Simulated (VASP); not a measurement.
# AlN (Pm) in VASP: notebook

AlN is run at these levels: LDA; tasks: single point.

All numbers are computed with VASP 6.6.1; they aren't measurements. Logs are shortened: lines on timing, memory, paths and dates and some standing lists are left out, and cuts for length are marked.

**1. The cell of the first run**

Symmetry: Pm, No. 6, monoclinic system. Conventional cell: a = 3.276 Å, b = 4.101 Å, c = 5.674 Å, α = 90.00°, β = 90.00°, γ = 90.00°. Al (site symmetry m) has 4 N at 1.68 to 2.10 Å within 2.2 Å. Within 2.5 Å of Al (site symmetry m) lie 5 N at 1.89 to 2.05 Å. Al (site symmetry m) has 5 N at 1.89 to 2.05 Å within 2.5 Å. Al (site symmetry m) has 5 N at 1.89 to 2.05 Å within 2.5 Å. N (site symmetry m) has 5 Al at 1.89 to 2.10 Å within 2.5 Å. N (site symmetry m) has 5 Al at 1.89 to 2.05 Å within 2.5 Å. Within 2.2 Å of N (site symmetry m) lie 4 Al at 1.68 to 2.05 Å. N (site symmetry m) has 5 Al at 1.74 to 2.05 Å within 2.3 Å.

**2. Single point, LDA (atom 1 (Al) moved by -0.372 Å along [1 0 0] and +0.248 Å along [1 2 0])**

The input, INCAR:

```
SYSTEM = AlN
  PREC = Accurate
  ENCUT = 520
  EDIFF = 1E-7
  ISMEAR = 0
  SIGMA = 0.05
  LREAL = .FALSE.
  LASPH = .TRUE.
  NELM = 100
  ALGO = Normal
  ISIF = 2
  LWAVE = .FALSE.
  LCHARG = .FALSE.
  GGA = CA
  NBANDS = 26
```

The input, KPOINTS:

```
regular mesh
0
G
  8 6 4
  0 0 0
```

The input, POSCAR:

```
AlN
1.0
   -1.6378403119      2.8368226349      0.0000000000
    0.0000000000      0.0000000000      4.1006264518
    4.9135209358      2.8368226349      0.0000000000
Al N
4 4
Direct
    0.6223484052      0.7500000000      0.1317400118
    1.0000000000      0.7500000000      0.6666666667
    0.0000000000      0.2500000000      0.3333333333
    0.5000000000      0.2500000000      0.8333333333
    0.5000000000      0.2500000000      0.1666666667
    1.0000000000      0.2500000000      0.6666666667
    0.0000000000      0.7500000000      0.3333333333
    0.5000000000      0.7500000000      0.8333333333
```

Potentials or basis: VASP PAW LDA potentials, release 64 (Al, N).

The run is started by

```console
cat potpaw_LDA.64/Al/POTCAR potpaw_LDA.64/N/POTCAR > POTCAR
mpirun -np 1 vasp_std > vasp.out
```

OUTCAR:

```text
SYSTEM = AlN
   PREC = Accurate
   ENCUT = 520
   EDIFF = 1E-7
   ISMEAR = 0
   LREAL = .FALSE.
   LASPH = .TRUE.
   NELM = 100
   ISIF = 2
   GGA = CA

 ion  position               nearest neighbor table
   1  0.622  0.750  0.132-   7 1.68   8 1.74   5 2.10   5 2.10   7 2.34   3 2.65   3 2.65   4 2.69
                             4 2.69   2 2.91   3 3.11   3 3.11   2 3.28   2 3.33
   2  0.000  0.750  0.667-   8 1.89   8 1.89   7 1.89   6 2.05   6 2.05   4 2.79   4 2.79   4 2.79
                             4 2.79   3 2.79   3 2.79   1 2.91   1 3.28   1 3.33
   3  0.000  0.250  0.333-   5 1.89   5 1.89   6 1.89   7 2.05   7 2.05   1 2.65   1 2.65   2 2.79
                             2 2.79   1 3.11   1 3.11   4 3.28   4 3.28   4 3.28   4 3.28
   4  0.500  0.250  0.833-   6 1.89   6 1.89   5 1.89   8 2.05   8 2.05   1 2.69   1 2.69   2 2.79
                             2 2.79   2 2.79   2 2.79   3 3.28   3 3.28   3 3.28   3 3.28
   5  0.500  0.250  0.167-   3 1.89   3 1.89   4 1.89   1 2.10   1 2.10
   6  0.000  0.250  0.667-   4 1.89   4 1.89   3 1.89   2 2.05   2 2.05
   7  0.000  0.750  0.333-   1 1.68   2 1.89   3 2.05   3 2.05   1 2.34
   8  0.500  0.750  0.833-   1 1.74   2 1.89   2 1.89   4 2.05   4 2.05

  LATTYP: Found a simple orthorhombic cell.
 ALAT       =     3.2756806238
 B/A-ratio  =     1.2518395176
 C/A-ratio  =     1.7320508076

  Lattice vectors:

 A1 = (  -1.6378403119,   2.8368226349,   0.0000000000)
 A2 = (   0.0000000000,   0.0000000000,   4.1006264518)
 A3 = (   4.9135209358,   2.8368226349,   0.0000000000)

Analysis of symmetry for initial positions (statically):
=====================================================================
 Subroutine PRICEL returns:
 Original cell was already a primitive cell.

 Routine SETGRP: Setting up the symmetry group for a
 simple orthorhombic supercell.

 Subroutine GETGRP returns: Found  2 space group operations
 (whereof  1 operations were pure point group operations)
 out of a pool of  8 trial point group operations.

The static configuration has the point symmetry C_1 .
 The point group associated with its full space group is C_1h.

Analysis of symmetry for dynamics (positions and initial velocities):
=====================================================================
 Subroutine PRICEL returns:
 Original cell was already a primitive cell.

 Routine SETGRP: Setting up the symmetry group for a
 simple orthorhombic supercell.

 Subroutine GETGRP returns: Found  2 space group operations
 (whereof  1 operations were pure point group operations)
 out of a pool of  8 trial point group operations.

The dynamic configuration has the point symmetry C_1 .
 The point group associated with its full space group is C_1h.

 Subroutine INISYM returns: Found  2 space group operations
 (whereof  1 operations are pure point group operations),
 and found     1 'primitive' translations

----------------------------------------------------------------------------------------

                                     Primitive cell

  volume of cell :      76.2103

  direct lattice vectors                    reciprocal lattice vectors
    -1.637840312  2.836822635  0.000000000    -0.152640033  0.264380293  0.000000000
     0.000000000  0.000000000  4.100626452     0.000000000  0.000000000  0.243865178
     4.913520936  2.836822635  0.000000000     0.152640033  0.088126764  0.000000000

  length of vectors
     3.275680624  4.100626452  5.673645270     0.305280067  0.243865178  0.176253529

  position of ions in fractional coordinates (direct lattice)
     0.622348405  0.750000000  0.131740012
     0.000000000  0.750000000  0.666666667
     0.000000000  0.250000000  0.333333333
     0.500000000  0.250000000  0.833333333
     0.500000000  0.250000000  0.166666667
     0.000000000  0.250000000  0.666666667
     0.000000000  0.750000000  0.333333333
     0.500000000  0.750000000  0.833333333

  ion indices of the primitive-cell ions
   primitive index   ion index
                 1           1
                 2           2
                 3           3
                 4           4
                 5           5
                 6           6
                 7           7
                 8           8

----------------------------------------------------------------------------------------

 KPOINTS: regular mesh

Automatic generation of k-mesh.
 Grid dimensions read from file:
 generate k-points for:    8    6    4

 Generating k-lattice:

  Cartesian coordinates                     Fractional coordinates (reciprocal lattice)
    -0.019080004  0.033047537  0.000000000     0.125000000  0.000000000  0.000000000
     0.000000000  0.000000000  0.040644196     0.000000000  0.166666667  0.000000000
     0.038160008  0.022031691  0.000000000     0.000000000  0.000000000  0.250000000

  Length of vectors
     0.038160008  0.040644196  0.044063382

  Shift w.r.t. Gamma in fractional coordinates (k-lattice)
     0.000000000  0.000000000  0.000000000

 Subroutine IBZKPT returns following result:
 ===========================================

 Found     72 irreducible k-points:

 Following reciprocal coordinates:
            Coordinates               Weight
  0.000000  0.000000  0.000000      1.000000
  0.125000  0.000000  0.000000      2.000000
  0.250000  0.000000  0.000000      2.000000
  0.375000  0.000000  0.000000      2.000000
  0.500000  0.000000  0.000000      1.000000
  0.000000  0.166667  0.000000      2.000000
[... 16 lines left out ...]
  0.125000  0.000000 -0.250000      2.000000
  0.250000  0.000000  0.250000      2.000000
 [... further k-points ...]
   k-points           NKPTS =     72   k-points in BZ     NKDIM =     72   number of bands    NBANDS=     26
   number of dos      NEDOS =    301   number of ions     NIONS =      8
   total plane-waves  NPLWV =  30240
   dimension x,y,z NGX =    24 NGY =   30 NGZ =   42
   dimension x,y,z NGXF=    48 NGYF=   60 NGZF=   84
   ions per type =               4   4
   NGX,Y,Z   is equivalent  to a cutoff of  12.18, 12.16, 12.31 a.u.
   NGXF,Y,Z  is equivalent  to a cutoff of  24.36, 24.32, 24.61 a.u.
 SYSTEM =  AlN
   PREC   = accura    normal or accurate (medium, high low for compatibility)
   ISTART =      0    job   : 0-new  1-cont  2-samecut
   ICHARG =      2    charge: 1-file 2-atom 10-const
   ISPIN  =      1    spin polarized calculation?
   LNONCOLLINEAR =      F non collinear calculations
   LSORBIT =      F    spin-orbit coupling
   LASPH  =      T    aspherical Exc in radial PAW
   ENCUT  =  520.0 eV  38.22 Ry    6.18 a.u.   6.09  7.62 10.55*2*pi/ulx,y,z
   NELM   =    100;   NELMIN=  2; NELMDL= -5     # of ELM steps
   EDIFF  = 0.1E-06   stopping-criterion for ELM
   LREAL  =      F    real-space projection
   EDIFFG = 0.1E-05   stopping-criterion for IOM
   NSW    =      0    number of steps for IOM
   IBRION =     -1    ionic relax: 0-MD 1-quasi-New 2-CG
   NFREE  =      0    steps in history (QN), initial steepest desc. (CG)
   ISIF   =      2    stress and relaxation
   ISYM   =      2    0-nonsym 1-usesym 2-fastsym
   POTIM  = 0.5000    time-step for ionic-motion
   TEBEG  =    0.0;   TEEND  =   0.0 temperature during run
   PSTRESS=    0.0 pullay stress
   NELECT =      32.0000    total number of electrons
   NUPDOWN=      -1.0000    fix difference up-down
   EMIN   =  10.00;   EMAX   =-10.00  energy-range for DOS
   EFERMI =   0.00;   METHOD = LEGACY
   ISMEAR =     0;   SIGMA  =   0.05  broadening in eV -4-tet -1-fermi 0-gaus
   EFERMI_NEDOS =   21; number of points for ismear=-14 and -15
   IALGO  =     38    algorithm
   IMIX   =      4    mixing-type and parameters
     AMIX     =   0.40;   BMIX     =  1.00
     AMIX_MAG =   1.60;   BMIX_MAG =  1.00
  volume/ion in A,a.u.               =       9.53        64.29
  Fermi-wavevector in a.u.,A,eV,Ry     =   1.225896  2.316607 20.447110  1.502820
  Thomas-Fermi vector in A             =   2.360917
   LORBIT       =      0    0 simple, 1 ext, 2 COOP (PROOUT), +10 PAW based schemes
   GGA     = CA    functional components
   LHFCALC =     F    Hartree Fock is set to
   AEXX    =    0.0000 exact exchange contribution
   IVDW    =     0    specifies the selected vdW correction
   LEPSILON=     F    determine dielectric tensor
   LRPA    =     F    only Hartree local field effects (RPA)
 non-spin polarized calculation
 Gauss-broadening in eV      SIGMA  =   0.05
  energy-cutoff  :      520.00
  volume of cell :       76.21
 maximum number of plane-waves:      2088
   NGX = 13   NGY = 15   NGZ = 21

 number of electron      32.0000003 magnetization

 Free energy of the ion-electron system (eV)
  ---------------------------------------------------
  ext. energy  EPLUGINS =         0.00000000
  ---------------------------------------------------
  free energy    TOTEN  =       -63.59169705 eV

  energy without entropy =      -63.59169705  energy(sigma->0) =      -63.59169705

 E-fermi :   8.3515     XC(G=0): -11.6734

 val. band max:        8.1518953971   @ k =   0.0000   0.0000   0.0000
 cond. band min:      11.1137025538   @ k =   0.0000   0.0000   0.0000
 fundamental gap:      2.9618071567
 Fermi energy:         8.3515252666

 k-point     1 :       0.0000    0.0000    0.0000
  band No.  band energies     occupation
      1      -8.9261      2.00000
      2      -6.7478      2.00000
      3      -5.7636      2.00000
      4      -4.7080      2.00000
      5       0.9397      2.00000
      6       1.4441      2.00000
[... 18 lines left out ...]
     25      17.4592      0.00000
     26      19.1554      0.00000

 k-point     2 :       0.1250    0.0000    0.0000
  band No.  band energies     occupation
      1      -8.7881      2.00000
      2      -6.6371      2.00000
      3      -5.7992      2.00000
      4      -4.7120      2.00000
      5       1.0852      2.00000
      6       1.3655      2.00000
[... 18 lines left out ...]
     25      18.2737      0.00000
     26      18.8217      0.00000

 k-point     3 :       0.2500    0.0000    0.0000
  band No.  band energies     occupation
      1      -8.3914      2.00000
      2      -6.3336      2.00000
      3      -5.9545      2.00000
      4      -4.7633      2.00000
      5       1.1139      2.00000
      6       1.5098      2.00000
[... 18 lines left out ...]
     25      17.9538      0.00000
     26      18.4627      0.00000

 k-point     4 :       0.3750    0.0000    0.0000
  band No.  band energies     occupation
      1      -7.7993      2.00000
      2      -6.3828      2.00000
      3      -5.8510      2.00000
      4      -4.9443      2.00000
      5       0.9948      2.00000
      6       2.1694      2.00000
[... 18 lines left out ...]
     25      18.0795      0.00000
     26      19.2387      0.00000

 k-point     5 :       0.5000    0.0000    0.0000
  band No.  band energies     occupation
      1      -7.2870      2.00000
      2      -6.8179      2.00000
      3      -5.5015      2.00000
      4      -5.1909      2.00000
      5       1.1652      2.00000
      6       1.7168      2.00000
[... 18 lines left out ...]
     25      18.1158      0.00000
     26      18.7258      0.00000

 k-point     6 :       0.0000    0.1667    0.0000
  band No.  band energies     occupation
      1      -8.7497      2.00000
      2      -6.6405      2.00000
      3      -5.8600      2.00000
      4      -5.0678      2.00000
      5       0.8910      2.00000
      6       1.5514      2.00000
[... 427 lines left out ...]
 k-point    21 :      -0.0000    0.0000    0.2500
  band No.  band energies     occupation
      1      -8.7660      2.00000
      2      -7.2630      2.00000
      3      -5.4436      2.00000
      4      -4.6528      2.00000
      5       1.1102      2.00000
      6       1.7717      2.00000
[... 18 lines left out ...]
     25      17.6103      0.00000
     26      18.4764      0.00000

 k-point    22 :       0.1250    0.0000    0.2500
  band No.  band energies     occupation
      1      -8.6277      2.00000
      2      -7.1657      2.00000
      3      -5.4612      2.00000
      4      -4.6686      2.00000
      5       1.2573      2.00000
      6       1.7219      2.00000
[... 18 lines left out ...]
     25      17.8522      0.00000
     26      18.3064      0.00000

 k-point    23 :       0.1250    0.0000   -0.2500
  band No.  band energies     occupation
      1      -8.6355      2.00000
      2      -7.1441      2.00000
      3      -5.4758      2.00000
      4      -4.6719      2.00000
      5       1.2497      2.00000
      6       1.7662      2.00000
[... 18 lines left out ...]
     25      17.6614      0.00000
     26      18.4344      0.00000

 k-point    24 :       0.2500    0.0000    0.2500
  band No.  band energies     occupation
      1      -8.2391      2.00000
      2      -6.8983      2.00000
      3      -5.5542      2.00000
      4      -4.7604      2.00000
      5       1.4444      2.00000
      6       1.6788      2.00000
[... 18 lines left out ...]
     25      17.9411      0.00000
     26      18.3071      0.00000

 [... further k-points ...]
[... 5 lines left out ...]
  --------------------------------------------------------------------------------------
  -------------------------------------------------------------------------------------
  Total        1.5937656      7.2024178      0.3823312      4.0491681      0.0000000      0.0000000
  in kB       33.5058855    151.4171093      8.0377860     85.1260445      0.0000000      0.0000000
  external PRESSURE =      64.3202603 kB  Pullay stress =       0.0000000 kB

 VOLUME and BASIS-vectors are now :
 -----------------------------------------------------------------------------
  energy-cutoff  :      520.00
  volume of cell :       76.21
      direct lattice vectors                 reciprocal lattice vectors
    -1.637840312  2.836822635  0.000000000    -0.152640033  0.264380293  0.000000000
     0.000000000  0.000000000  4.100626452     0.000000000  0.000000000  0.243865178
     4.913520936  2.836822635  0.000000000     0.152640033  0.088126764  0.000000000

 POSITION                                       TOTAL-FORCE (eV/Angst)
 -----------------------------------------------------------------------------------
     -0.37200      2.13922      3.07547         4.213861     -3.029499      0.000000
      3.27568      1.89122      3.07547        -1.273581     -0.497808      0.000000
      1.63784      0.94561      1.02516        -0.290741      0.617975      0.000000
      3.27568      3.78243      1.02516         0.082150     -0.369529      0.000000
      0.00000      1.89122      1.02516        -1.316925      0.361812      0.000000
      3.27568      1.89122      1.02516         0.347796      0.253112      0.000000
      1.63784      0.94561      3.07547         0.075892      3.604083      0.000000
      3.27568      3.78243      3.07547        -1.838451     -0.940147      0.000000
 -----------------------------------------------------------------------------------
    total drift:                               -0.000001      0.000095     -0.000000

  FREE ENERGIE OF THE ION-ELECTRON SYSTEM (eV)
  ---------------------------------------------------
  free  energy   TOTEN  =       -63.5916970501 eV

  energy  without entropy=      -63.5916970501  energy(sigma->0) =      -63.59169705
```

Wall time 92 s (1 thread of Intel Xeon Platinum 8375C at 2.90GHz (Ice Lake), shared host); peak memory 0.22 GiB.

Results:

* Free energy: -63.5917 eV
* Pressure: 6.4 GPa
* Largest force: 5.190 eV/Å
* Band gap on the k mesh: 2.96 eV

Forces in eV/Å, atoms in the order of the input:
```
Al   4.214 -3.029  0.000
Al  -1.274 -0.498  0.000
Al  -0.291  0.618  0.000
Al   0.082 -0.370  0.000
N   -1.317  0.362  0.000
N    0.348  0.253  0.000
N    0.076  3.604  0.000
N   -1.838 -0.940  0.000
```

Stress tensor (GPa, compression positive):
```
 3.35  8.51  0.00
 8.51 15.14  0.00
 0.00  0.00  0.80
```

Levels at points of the mesh, in eV from the valence-band top:
```
           k point  band 12  band 13  band 14  band 15  band 16  band 17  band 18  band 19  band 20  band 21
(0.00, 0.00, 0.00)    -3.06    -2.00    -1.72    -0.79     0.00     2.96     3.90     4.46     6.85     7.11
(0.50, 0.00, 0.00)    -3.65    -2.92    -2.47    -2.28    -2.08     4.99     5.11     5.92     6.12     7.95
(0.00, 0.50, 0.00)    -2.58    -2.55    -1.90    -1.84    -1.40     4.34     4.88     5.78     6.00     8.17
(0.50, 0.50, 0.00)    -4.57    -1.37    -1.31    -0.87    -0.69     5.37     5.62     6.46     6.50     8.85
(0.00, 0.00, 0.50)    -3.19    -1.82    -1.52    -0.93    -0.72     3.93     4.98     6.00     6.27     7.78
(0.50, 0.00, 0.50)    -3.77    -3.16    -2.68    -1.66    -1.26     3.39     4.06     6.44     7.28     7.40
(0.00, 0.50, 0.50)    -2.20    -2.19    -2.06    -1.75    -1.43     4.19     5.01     5.34     6.13     8.67
(0.50, 0.50, 0.50)    -3.13    -2.15    -2.09    -1.62    -1.30     4.48     4.68     5.34     5.61     9.27
```

Caveat: the cell differs from its parent crystal (atom 1 (Al) moved by -0.372 Å along [1 0 0] and +0.248 Å along [1 2 0]); the stress differs along the axes, from 1 to 15 GPa; forces of over 1 eV/Å act on the atoms, so gaps and moduli don't describe the material at rest. A k mesh can miss the band edges.

(Part 1 of 2 ends here.)
